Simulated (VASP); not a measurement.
Here is a VASP 6.6.1 calculation.

INCAR

```
SYSTEM = SiW6
PREC     = Accurate       ! precision mode
ENCUT    = 520            ! plane-wave cutoff, eV
EDIFF    = 1E-6           ! SCF threshold, eV
ISMEAR   = 0              ! smearing method
SIGMA    = 0.1            ! smearing width, eV
LREAL    = .FALSE.        ! projectors in reciprocal space
LASPH    = .TRUE.         ! aspherical terms in the spheres
NELM     = 60             ! most SCF steps
ALGO     = Normal         ! electronic algorithm
ISIF     = 2              ! what is computed and relaxed
LWAVE    = .FALSE.        ! write WAVECAR
LCHARG   = .FALSE.        ! write CHGCAR
LDIPOL   = .TRUE.       
IDIPOL   = 3            
DIPOL    = 0.5 0.5 0.316
GGA      = PE             ! functional
IVDW     = 12             ! dispersion correction
NBANDS   = 53             ! bands
```

The input KPOINTS:

```
Automatic mesh
0
G
  6 6 1
  0 0 0
```

POSCAR

```
SiW6
1.0
    4.4682526324      0.0000000000      0.0000000000
   -2.2341263162      3.8696202902      0.0000000000
    0.0000000000      0.0000000000     21.7259061349
W Si
6 1
Direct
    0.6666666667      0.3333333333      0.1841119986
    0.3333333333      0.6666666667      0.2260931360
    0.0000000000      0.0000000000      0.2680742733
    0.6666666667      0.3333333333      0.3070897866
    0.3333333333      0.6666666667      0.3466976876
    0.0000000000      0.0000000000      0.3832248047
    0.0000000000      0.0000000000      0.4982948038
```

Potentials or basis: VASP PAW PBE potentials, release 64 (W_sv, Si).

Launch:

```sh
$ cat potpaw_PBE.64/W_sv/POTCAR potpaw_PBE.64/Si/POTCAR > POTCAR
$ mpirun -np 1 vasp_std > vasp.out
```

**Question.** Estimate the largest force.

**Answer.** 2.763 eV/Å.

**Question.** Estimate the dispersion energy per atom.

**Answer.** -0.408 eV.

**Question.** What does it give for the band gap on the k mesh?

**Answer.** Zero (band 44 reaches 0.17 eV, above the bottom of band 45 at 0.04 eV).

Forces on the atoms (eV/Å):
```
W    0.000  0.000  2.163
W    0.000  0.000 -0.635
W    0.000  0.000 -2.763
W    0.000  0.000 -0.144
W    0.000  0.000  0.833
W    0.000  0.000  1.208
Si   0.000  0.000 -0.663
```

Caveat: spin-orbit coupling is left out, which moves the levels of the heavy elements.
